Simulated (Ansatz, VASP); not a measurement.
# One calculation of Si4C, two programs

```
Si C
1.0
     0.00011   -0.00005    5.05051
    -3.97067    3.97061    2.52513
    -3.97044   -3.97043    2.52520
Si C
8 2
Direct
  0.02674 0.27164 0.09495
  0.70161 0.90505 0.27164
  0.85665 0.77162 0.59497
  0.39333 0.72837 0.90505
  0.54839 0.59498 0.22836
  0.87829 0.09496 0.72836
  0.22325 0.22837 0.40503
  0.37173 0.40502 0.77164
  0.00000 0.00000 0.00000
  0.25000 0.50000 0.50000
```

Change from the starting cell: cell x1, atoms moved at random (sigma 0.15 Å) and cell strained at random (1.5 %), then relaxed without symmetry.

Alike in both runs: functional PBE; k mesh 4 × 4 × 4; occupations gaussian, width 0.1 eV; no spin polarisation.

Ansatz relaxed the structure, and its values are those at the end. VASP's run is a single point on that final structure, the one shown.

|  | VASP | Ansatz |
| --- | --- | --- |
| version | VASP 6.6.1 | Ansatz 0.2.0 |
| potentials or method | VASP PAW PBE potentials, release 64 (Si, C), cutoff 520 eV | scalar-relativistic, plane waves, PAW |
| valence electrons in the cell | 40 | 40 |

|  | VASP | Ansatz | Ansatz less VASP |
| --- | --- | --- | --- |
| gap on the k mesh at the Fermi level (eV) | 0.83 | 0.83 | -0.001 |
| least direct gap on the mesh (eV) | 1.64 | 1.64 | 0.000 |
| pressure (GPa) | -0.1 | 0.0 | +0.06 |
| rms of the force components (eV/Å) | 0.005 | 0.001 | -0.0040 |
